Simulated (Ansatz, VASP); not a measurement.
# TiAl3: VASP beside Ansatz

File INCAR:

```
SYSTEM = TiAl3
PREC = Accurate ; ENCUT = 520
EDIFF = 1E-6 ; ISMEAR = 0
SIGMA = 0.2 ; LREAL = .False.
LASPH = .True. ; NELM = 60
ALGO = Fast ; ISIF = 2
LWAVE = .False. ; LCHARG = .False.
GGA = PE ; NBANDS = 31
```

File KPOINTS:

```
Automatic mesh
0
Gamma
  6 6 4
  0 0 0
```

POSCAR

```
TiAl3
1.0
    1.9227247239     -1.9227247239     -4.3108557471
    1.9227247239     -1.9227247239      4.3108557471
   -3.8454494478     -3.8454494478      0.0000000000
Ti Al
2 6
Direct
    0.0000000000      1.0000000000      1.0000000000
    0.5000000000      0.5000000000      0.5000000000
    0.5000000000      1.0000000000      0.7500000000
    1.0000000000      0.5000000000      0.2500000000
    0.0000000000      0.5000000000      0.7500000000
    0.5000000000      0.0000000000      0.2500000000
    0.5000000000      0.5000000000      1.0000000000
    1.0000000000      1.0000000000      0.5000000000
```

Input for Ansatz:

```yaml
crystal:
  lattice:
    - [1.9227247239, -1.9227247239, -4.3108557471]
    - [1.9227247239, -1.9227247239, 4.3108557471]
    - [-3.8454494478, -3.8454494478, 0.0]
  atoms:
    - { symbol: Ti, position: [0.0, 1.0, 1.0] }
    - { symbol: Ti, position: [0.5, 0.5, 0.5] }
    - { symbol: Al, position: [0.5, 1.0, 0.75] }
    - { symbol: Al, position: [1.0, 0.5, 0.25] }
    - { symbol: Al, position: [0.0, 0.5, 0.75] }
    - { symbol: Al, position: [0.5, 0.0, 0.25] }
    - { symbol: Al, position: [0.5, 0.5, 1.0] }
    - { symbol: Al, position: [1.0, 1.0, 0.5] }
basis:
  ecutwfc: 420
kpoints:
  mp_grid: { grid: [6, 6, 4] }
hamiltonian:
  xc: pbe
scf:
  occupations: { method: gaussian, width: 0.2 }
  lower_state_search: "off"
output:
  forces: true
  stress: true
  eigenvalues: true
```

Alike in both runs: task single point; functional PBE; k mesh 6 × 6 × 4; occupations gaussian, width 0.2 eV; no spin polarisation.

|  | VASP | Ansatz |
| --- | --- | --- |
| version | VASP 6.6.1 | Ansatz 0.2.0 |
| potentials or method | VASP PAW PBE potentials, release 64 (Ti_sv, Al), cutoff 520 eV | scalar-relativistic, plane waves, PAW |
| valence electrons in the cell | 42 | 42 |

```csv
,VASP,Ansatz,Ansatz less VASP
gap on the k mesh at the Fermi level (eV),none,none,-
pressure (GPa),0.0,0.0,+0.03
"traceless stress, the component that is largest in VASP (GPa)",-0.16,-0.16,+0.001
```

A gap of «none» marks a metal or a gap that the smearing closes. The functional is the same, so the differences come from potentials, cutoffs and numerics.
